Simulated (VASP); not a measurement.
# CdSe (F-43m) in VASP: a series of runs

The runs below take CdSe through relaxation of cell and atoms, with LDA.

Program: VASP 6.6.1. These are calculated values, not measurements. Logs are shortened: lines on timing, memory, paths and dates and some standing lists are left out, and cuts for length are marked.

## 1. The cell of the first run

Symmetry: F-43m, No. 216, cubic system. The conventional cell has a = 6.008 Å, b = 6.008 Å, c = 6.008 Å, α = 90.00°, β = 90.00°, γ = 90.00°. Cd (site symmetry -43m) has 4 Se at 2.60 Å within 3.4 Å. Se (site symmetry -43m) has 4 Cd at 2.60 Å within 3.4 Å.

## 2. Relaxation of cell and atoms, LDA, target pressure 4 GPa, at which the enthalpy is minimised

File INCAR:

```
SYSTEM = CdSe
ALGO     = Normal         ! electronic algorithm
EDIFF    = 1E-6           ! SCF threshold, eV
EDIFFG   = -0.002         ! ionic threshold
ENCUT    = 600            ! plane-wave cutoff, eV
GGA      = CA             ! functional
IBRION   = 2              ! ionic algorithm
ISIF     = 3              ! what is computed and relaxed
ISMEAR   = 0              ! smearing method
LASPH    = .TRUE.         ! aspherical terms in the spheres
LCHARG   = .FALSE.        ! write CHGCAR
LREAL    = .FALSE.        ! projectors in reciprocal space
LWAVE    = .FALSE.        ! write WAVECAR
NELM     = 100            ! most SCF steps
NSW      = 100            ! ionic steps
PREC     = Accurate       ! precision mode
PSTRESS  = 40.0         
SIGMA    = 0.01           ! smearing width, eV
```

File KPOINTS:

```
k-points
0
G
  6 6 6
  0 0 0
```

File POSCAR:

```
CdSe
1.0
    0.0000000000      3.0039652174      3.0039652174
    3.0039652174      0.0000000000      3.0039652174
    3.0039652174      3.0039652174      0.0000000000
Cd Se
1 1
Direct
    0.0000000000      0.0000000000      0.0000000000
    0.7500000000      0.7500000000      0.7500000000
```

Potentials or basis: VASP PAW LDA potentials, release 64 (Cd, Se).

The run is started by

```console
$ cat potpaw_LDA.64/Cd/POTCAR potpaw_LDA.64/Se/POTCAR > POTCAR
$ mpirun -np 1 vasp_std > vasp.out
```

OUTCAR:

```text
SYSTEM = CdSe
   EDIFF = 1E-6
   EDIFFG = -0.002
   ENCUT = 600
   GGA = CA
   IBRION = 2
   ISIF = 3
   ISMEAR = 0
   LASPH = .TRUE.
   LREAL = .FALSE.
   NELM = 100
   NSW = 100
   PREC = Accurate
   PSTRESS = 40.0

 ion  position               nearest neighbor table
   1  0.000  0.000  0.000-   2 2.60   2 2.60   2 2.60   2 2.60
   2  0.750  0.750  0.750-   1 2.60   1 2.60   1 2.60   1 2.60

  LATTYP: Found a face centered cubic cell.
 ALAT       =     6.0079304348

  Lattice vectors:

 A1 = (   0.0000000000,   3.0039652174,   3.0039652174)
 A2 = (   3.0039652174,   0.0000000000,   3.0039652174)
 A3 = (   3.0039652174,   3.0039652174,   0.0000000000)

Analysis of symmetry for initial positions (statically):
=====================================================================
 Subroutine PRICEL returns:
 Original cell was already a primitive cell.

 Routine SETGRP: Setting up the symmetry group for a
 face centered cubic supercell.

 Subroutine GETGRP returns: Found 24 space group operations
 (whereof 24 operations were pure point group operations)
 out of a pool of 48 trial point group operations.

The static configuration has the point symmetry T_d .

Analysis of symmetry for dynamics (positions and initial velocities):
=====================================================================
 Subroutine PRICEL returns:
 Original cell was already a primitive cell.

 Routine SETGRP: Setting up the symmetry group for a
 face centered cubic supercell.

 Subroutine GETGRP returns: Found 24 space group operations
 (whereof 24 operations were pure point group operations)
 out of a pool of 48 trial point group operations.

The dynamic configuration has the point symmetry T_d .

 Subroutine INISYM returns: Found 24 space group operations
 (whereof 24 operations are pure point group operations),
 and found     1 'primitive' translations

----------------------------------------------------------------------------------------

                                     Primitive cell

  volume of cell :      54.2144

  direct lattice vectors                    reciprocal lattice vectors
     0.000000000  3.003965217  3.003965217    -0.166446668  0.166446668  0.166446668
     3.003965217  0.000000000  3.003965217     0.166446668 -0.166446668  0.166446668
     3.003965217  3.003965217  0.000000000     0.166446668  0.166446668 -0.166446668

  length of vectors
     4.248248351  4.248248351  4.248248351     0.288294085  0.288294085  0.288294085

  position of ions in fractional coordinates (direct lattice)
     0.000000000  0.000000000  0.000000000
     0.750000000  0.750000000  0.750000000

  ion indices of the primitive-cell ions
   primitive index   ion index
                 1           1
                 2           2

----------------------------------------------------------------------------------------

 KPOINTS: k-points

Automatic generation of k-mesh.
 Grid dimensions read from file:
 generate k-points for:    6    6    6

 Generating k-lattice:

  Cartesian coordinates                     Fractional coordinates (reciprocal lattice)
    -0.027741111  0.027741111  0.027741111     0.166666667  0.000000000  0.000000000
     0.027741111 -0.027741111  0.027741111     0.000000000  0.166666667  0.000000000
     0.027741111  0.027741111 -0.027741111     0.000000000  0.000000000  0.166666667

  Length of vectors
     0.048049014  0.048049014  0.048049014

  Shift w.r.t. Gamma in fractional coordinates (k-lattice)
     0.000000000  0.000000000  0.000000000

 Subroutine IBZKPT returns following result:
 ===========================================

 Found     16 irreducible k-points:

 Following reciprocal coordinates:
            Coordinates               Weight
  0.000000  0.000000  0.000000      1.000000
  0.166667  0.000000  0.000000      8.000000
  0.333333  0.000000  0.000000      8.000000
  0.500000  0.000000  0.000000      4.000000
  0.166667  0.166667  0.000000      6.000000
  0.333333  0.166667  0.000000     24.000000
[... 8 lines left out ...]
 -0.333333  0.333333  0.166667     24.000000
 -0.333333  0.500000  0.166667     12.000000
   k-points           NKPTS =     16   k-points in BZ     NKDIM =     16   number of bands    NBANDS=     13
   number of dos      NEDOS =    301   number of ions     NIONS =      2
   total plane-waves  NPLWV =  46656
   dimension x,y,z NGX =    36 NGY =   36 NGZ =   36
   dimension x,y,z NGXF=    72 NGYF=   72 NGZF=   72
   ions per type =               1   1
   NGX,Y,Z   is equivalent  to a cutoff of  14.09, 14.09, 14.09 a.u.
   NGXF,Y,Z  is equivalent  to a cutoff of  28.18, 28.18, 28.18 a.u.
 SYSTEM =  CdSe
   PREC   = accura    normal or accurate (medium, high low for compatibility)
   ISTART =      0    job   : 0-new  1-cont  2-samecut
   ICHARG =      2    charge: 1-file 2-atom 10-const
   ISPIN  =      1    spin polarized calculation?
   LNONCOLLINEAR =      F non collinear calculations
   LSORBIT =      F    spin-orbit coupling
   LASPH  =      T    aspherical Exc in radial PAW
   ENCUT  =  600.0 eV  44.10 Ry    6.64 a.u.   8.48  8.48  8.48*2*pi/ulx,y,z
   NELM   =    100;   NELMIN=  2; NELMDL= -5     # of ELM steps
   EDIFF  = 0.1E-05   stopping-criterion for ELM
   LREAL  =      F    real-space projection
   EDIFFG = -.2E-02   stopping-criterion for IOM
   NSW    =    100    number of steps for IOM
   IBRION =      2    ionic relax: 0-MD 1-quasi-New 2-CG
   NFREE  =      1    steps in history (QN), initial steepest desc. (CG)
   ISIF   =      3    stress and relaxation
   ISYM   =      2    0-nonsym 1-usesym 2-fastsym
   POTIM  = 0.5000    time-step for ionic-motion
   TEBEG  =    0.0;   TEEND  =   0.0 temperature during run
   PSTRESS=   40.0 pullay stress
   NELECT =      18.0000    total number of electrons
   NUPDOWN=      -1.0000    fix difference up-down
   EMIN   =  10.00;   EMAX   =-10.00  energy-range for DOS
   EFERMI =   0.00;   METHOD = LEGACY
   ISMEAR =     0;   SIGMA  =   0.01  broadening in eV -4-tet -1-fermi 0-gaus
   EFERMI_NEDOS =   21; number of points for ismear=-14 and -15
   IALGO  =     38    algorithm
   IMIX   =      4    mixing-type and parameters
     AMIX     =   0.40;   BMIX     =  1.00
     AMIX_MAG =   1.60;   BMIX_MAG =  1.00
  volume/ion in A,a.u.               =      27.11       182.93
  Fermi-wavevector in a.u.,A,eV,Ry     =   1.133602  2.142198 17.484227  1.285054
  Thomas-Fermi vector in A             =   2.270305
   LORBIT       =      0    0 simple, 1 ext, 2 COOP (PROOUT), +10 PAW based schemes
   GGA     = CA    functional components
   LHFCALC =     F    Hartree Fock is set to
   AEXX    =    0.0000 exact exchange contribution
   IVDW    =     0    specifies the selected vdW correction
   LEPSILON=     F    determine dielectric tensor
   LRPA    =     F    only Hartree local field effects (RPA)
 conjugate gradient relaxation of ions
 non-spin polarized calculation
 Gauss-broadening in eV      SIGMA  =   0.01
  energy-cutoff  :      600.00
  volume of cell :       54.21
 maximum number of plane-waves:      1821
 NGX is ok and might be reduce to    36
   NGX = 17   NGY = 17   NGZ = 17

--------------------------------------- Ionic step        1  -------------------------------------------

 number of electron      18.0000002 magnetization

 Free energy of the ion-electron system (eV)
  ---------------------------------------------------
  ext. energy  EPLUGINS =         0.00000000
  ---------------------------------------------------
  free energy    TOTEN  =        -6.75605311 eV

  energy without entropy =       -6.75605311  energy(sigma->0) =       -6.75605311

------------------------ aborting loop because EDIFF is reached ----------------------------------------

  FORCE on cell =-STRESS in cart. coord.  units (eV):
  Direction    XX          YY          ZZ          XY          YZ          ZX
  --------------------------------------------------------------------------------------
  -------------------------------------------------------------------------------------
  Total        0.1582162      0.1582162      0.1582162     -0.0000000      0.0000000      0.0000000
  in kB        4.6757015      4.6757015      4.6757015     -0.0000000      0.0000000      0.0000000
  external PRESSURE =     -35.3242985 kB  Pullay stress =      40.0000000 kB

 VOLUME and BASIS-vectors are now :
 -----------------------------------------------------------------------------
  energy-cutoff  :      600.00
  volume of cell :       54.21
      direct lattice vectors                 reciprocal lattice vectors
     0.000000000  3.003965217  3.003965217    -0.166446668  0.166446668  0.166446668
     3.003965217  0.000000000  3.003965217     0.166446668 -0.166446668  0.166446668
     3.003965217  3.003965217  0.000000000     0.166446668  0.166446668 -0.166446668
[... 46 lines left out ...]
  FREE ENERGIE OF THE ION-ELECTRON SYSTEM (eV)
  ---------------------------------------------------
  free  energy   TOTEN  =        -6.6583929422 eV

  energy  without entropy=       -6.6583929422  energy(sigma->0) =       -6.65839294

  enthalpy is  TOTEN    =        -5.4186066458 eV   P V=        1.2397862963

--------------------------------------- Ionic step        3  -------------------------------------------

 number of electron      17.9999999 magnetization

 Free energy of the ion-electron system (eV)
  ---------------------------------------------------
  ext. energy  EPLUGINS =         0.00000000
  ---------------------------------------------------
  free energy    TOTEN  =        -6.71932292 eV

  energy without entropy =       -6.71932292  energy(sigma->0) =       -6.71932292

 E-fermi :   1.6885     XC(G=0):  -9.6886

 val. band max:        1.5910968910   @ k =   0.0000   0.0000   0.0000
 cond. band min:       2.1322288013   @ k =   0.0000   0.0000   0.0000
 fundamental gap:      0.5411319103
 Fermi energy:         1.6884613021

 k-point     1 :       0.0000    0.0000    0.0000
  band No.  band energies     occupation
      1     -11.6024      2.00000
      2      -6.7246      2.00000
      3      -6.7246      2.00000
      4      -6.7246      2.00000
      5      -6.2404      2.00000
      6      -6.2404      2.00000
      7       1.5911      2.00000
      8       1.5911      2.00000
      9       1.5911      2.00000
     10       2.1322      0.00000
     11       7.3703      0.00000
     12       7.3703      0.00000
     13       7.3703      0.00000

 k-point     2 :       0.1667    0.0000    0.0000
  band No.  band energies     occupation
      1     -11.4881      2.00000
      2      -6.6878      2.00000
      3      -6.6878      2.00000
      4      -6.6312      2.00000
      5      -6.2422      2.00000
      6      -6.2422      2.00000
      7      -0.3094      2.00000
      8       1.3350      2.00000
      9       1.3350      2.00000
     10       3.5012      0.00000
     11       7.1862      0.00000
[... 246 lines left out ...]
 POSITION                                       TOTAL-FORCE (eV/Angst)
 -----------------------------------------------------------------------------------
      0.00000      0.00000      0.00000         0.000000      0.000000     -0.000000
      4.42835      4.42835      4.42835        -0.000000     -0.000000      0.000000
 -----------------------------------------------------------------------------------
    total drift:                               -0.000000     -0.000000     -0.000000

  FREE ENERGIE OF THE ION-ELECTRON SYSTEM (eV)
  ---------------------------------------------------
  free  energy   TOTEN  =        -6.7193229216 eV

  energy  without entropy=       -6.7193229216  energy(sigma->0) =       -6.71932292

  enthalpy is  TOTEN    =        -5.4345335324 eV   P V=        1.2847893892

 reached required accuracy - stopping structural energy minimisation
```

Wall time 14 s (1 thread of Intel Xeon 6975P-C (Granite Rapids), shared host); peak memory 0.19 GiB.

What came out:

```yaml
Free_energy: -6.7193 eV
Relaxed_volume: 25.73 Å³/atom
Relaxed_cell: a = 4.175 Å, b = 4.175 Å, c = 4.175 Å, α = 60.00°, β = 60.00°, γ = 60.00°
Space_group_after_relaxing_to_0.05_Å: F-43m (No. 216)
Energy_change_on_relaxing_the_enthalpy_is_what_falls: +18.4 meV/atom
Ionic_steps: 3
Pressure_after_relaxing: 4.0 GPa
Band_gap_on_the_k_mesh: 0.54 eV, direct
```

The path:
| step | energy change (eV) | largest force (eV/Å) | pressure (GPa) | volume (Å³) |
| --- | --- | --- | --- | --- |
| 1 | 0.0000 | 0.0000 | 0.47 | 54.21 |
| 2 | 0.0977 | 0.0000 | 6.93 | 49.66 |
| 3 | 0.0367 | 0.0000 | 3.99 | 51.46 |

Final structure:
```
Cd Se
1.0
     0.00000    2.95223    2.95223
     2.95223    0.00000    2.95223
     2.95223    2.95223    0.00000
Cd Se
1 1
Cartesian
  0.0000 0.0000 0.0000
  4.4284 4.4284 4.4284
```

Caveat: the cell is relaxed towards a set pressure, so the enthalpy falls and the energy may rise. LDA gaps usually lie below the measured ones, often by a third to a half.

## 3. Relaxation of cell and atoms, LDA, target pressure 7 GPa, at which the enthalpy is minimised

File INCAR:

```
SYSTEM = CdSe
PREC = Accurate
ENCUT = 600
EDIFF = 1E-6
ISMEAR = 0
SIGMA = 0.01
LREAL = .False.
LASPH = .True.
NELM = 80
ALGO = Normal
ISIF = 3
LWAVE = .False.
LCHARG = .False.
IBRION = 2
NSW = 100
EDIFFG = -0.002
PSTRESS = 70.0
```

File KPOINTS:

```
regular mesh
0
Gamma
  6 6 6
  0 0 0
```

POSCAR is that of step 2.

Potentials or basis: VASP PAW LDA potentials, release 64 (Cd, Se).

The run is started by

```console
$ cat potpaw_LDA.64/Cd/POTCAR potpaw_LDA.64/Se/POTCAR > POTCAR
$ mpirun -np 1 vasp_std > vasp.out
```

OUTCAR:

```text
SYSTEM = CdSe
   PREC = Accurate
   ENCUT = 600
   EDIFF = 1E-6
   ISMEAR = 0
   LREAL = .False.
   LASPH = .True.
   NELM = 80
   ISIF = 3
   IBRION = 2
   NSW = 100
   EDIFFG = -0.002
   PSTRESS = 70.0

 ion  position               nearest neighbor table
   1  0.000  0.000  0.000-   2 2.60   2 2.60   2 2.60   2 2.60
   2  0.750  0.750  0.750-   1 2.60   1 2.60   1 2.60   1 2.60

  LATTYP: Found a face centered cubic cell.
 ALAT       =     6.0079304348

  Lattice vectors:

 A1 = (   0.0000000000,   3.0039652174,   3.0039652174)
 A2 = (   3.0039652174,   0.0000000000,   3.0039652174)
 A3 = (   3.0039652174,   3.0039652174,   0.0000000000)

Analysis of symmetry for initial positions (statically):
=====================================================================
 Subroutine PRICEL returns:
 Original cell was already a primitive cell.

 Routine SETGRP: Setting up the symmetry group for a
 face centered cubic supercell.

 Subroutine GETGRP returns: Found 24 space group operations
 (whereof 24 operations were pure point group operations)
 out of a pool of 48 trial point group operations.

The static configuration has the point symmetry T_d .

Analysis of symmetry for dynamics (positions and initial velocities):
=====================================================================
 Subroutine PRICEL returns:
 Original cell was already a primitive cell.

 Routine SETGRP: Setting up the symmetry group for a
 face centered cubic supercell.

 Subroutine GETGRP returns: Found 24 space group operations
 (whereof 24 operations were pure point group operations)
[... 153 lines left out ...]
  external PRESSURE =     -65.3242985 kB  Pullay stress =      70.0000000 kB
[... 25 lines left out ...]
--------------------------------------- Ionic step        2  -------------------------------------------

 number of electron      18.0000001 magnetization

 E-fermi :   2.7593     XC(G=0): -10.2098

 val. band max:        2.7128381311   @ k =   0.0000   0.0000   0.0000
 cond. band min:       3.4736985601   @ k =   0.0000   0.0000   0.0000
 fundamental gap:      0.7608604290
 Fermi energy:         2.7592682826

 k-point     1 :       0.0000    0.0000    0.0000
  band No.  band energies     occupation
      1     -11.3090      2.00000
      2      -6.2040      2.00000
      3      -6.2040      2.00000
      4      -6.2040      2.00000
      5      -5.5614      2.00000
      6      -5.5614      2.00000
      7       2.7128      2.00000
      8       2.7128      2.00000
      9       2.7128      2.00000
     10       3.4737      0.00000
     11       8.4231      0.00000
     12       8.4231      0.00000
     13       8.4231      0.00000
[... 389 lines left out ...]
--------------------------------------- Ionic step        6  -------------------------------------------

 number of electron      17.9999999 magnetization

 Free energy of the ion-electron system (eV)
  ---------------------------------------------------
  ext. energy  EPLUGINS =         0.00000000
  ---------------------------------------------------
  free energy    TOTEN  =        -6.65679231 eV

  energy without entropy =       -6.65679231  energy(sigma->0) =       -6.65679231

 E-fermi :   1.9805     XC(G=0):  -9.8553

 val. band max:        1.9363997915   @ k =   0.0000   0.0000   0.0000
 cond. band min:       2.5504433228   @ k =   0.0000   0.0000   0.0000
 fundamental gap:      0.6140435314
 Fermi energy:         1.9805351767

 k-point     1 :       0.0000    0.0000    0.0000
  band No.  band energies     occupation
      1     -11.5082      2.00000
      2      -6.5555      2.00000
      3      -6.5555      2.00000
      4      -6.5555      2.00000
      5      -6.0231      2.00000
      6      -6.0231      2.00000
      7       1.9364      2.00000
      8       1.9364      2.00000
      9       1.9364      2.00000
     10       2.5504      0.00000
     11       7.6998      0.00000
     12       7.6998      0.00000
     13       7.6998      0.00000
[... 271 lines left out ...]
  energy  without entropy=       -6.6567923107  energy(sigma->0) =       -6.65679231

  enthalpy is  TOTEN    =        -4.4887746133 eV   P V=        2.1680176974

 reached required accuracy - stopping structural energy minimisation
```

CONTCAR:

```text
CdSe
   1.00000000000000
    -0.0000000000000000    2.9166330311195003    2.9166330311195003
     2.9166330311195003    0.0000000000000000    2.9166330311195003
     2.9166330311195003    2.9166330311195003    0.0000000000000000
  Cd              Se
     1     1
Direct
     0.0000000000000000    0.0000000000000000    0.0000000000000000
     0.7500000000000000    0.7500000000000000    0.7500000000000000

  0.00000000E+00  0.00000000E+00  0.00000000E+00
  0.00000000E+00  0.00000000E+00  0.00000000E+00
```

Run time: 20 s. Hardware: 1 thread of Intel Xeon 6975P-C (Granite Rapids), shared host; peak memory 0.19 GiB.

Results:

- Free energy: -6.6568 eV
- Relaxed volume: 24.81 Å³/atom
- Relaxed cell: a = 4.125 Å, b = 4.125 Å, c = 4.125 Å, α = 60.00°, β = 60.00°, γ = 60.00°
- Space group after relaxing (to 0.05 Å): F-43m (No. 216)
- Energy change on relaxing (the enthalpy is what falls): +49.6 meV/atom
- Ionic steps: 6
- Pressure after relaxing: 7.0 GPa
- Band gap on the k mesh: 0.61 eV, direct

Step by step:
```tsv
step	energy change (eV)	largest force (eV/Å)	pressure (GPa)	volume (Å³)
1	0.0000	0.0000	0.47	54.21
2	0.3420	0.0000	14.99	46.00
3	0.0973	0.0000	6.90	49.67
4	0.1011	0.0000	7.09	49.58
5	0.0969	0.0000	6.88	49.68
6	0.0993	0.0000	7.01	49.62
```

Final structure:
```yaml
crystal:
  lattice:
    - [0.00000, 2.91663, 2.91663]
    - [2.91663, 0.00000, 2.91663]
    - [2.91663, 2.91663, 0.00000]
  atoms:
    - { symbol: Cd, position: [0.00000, 0.00000, 0.00000] }
    - { symbol: Se, position: [0.75000, 0.75000, 0.75000] }
```

Caveat: the cell is relaxed towards a set pressure, so the enthalpy falls and the energy may rise. A hybrid or GW would open this gap; LDA tends to underestimate it.

(Continued in part 2 of 2.)
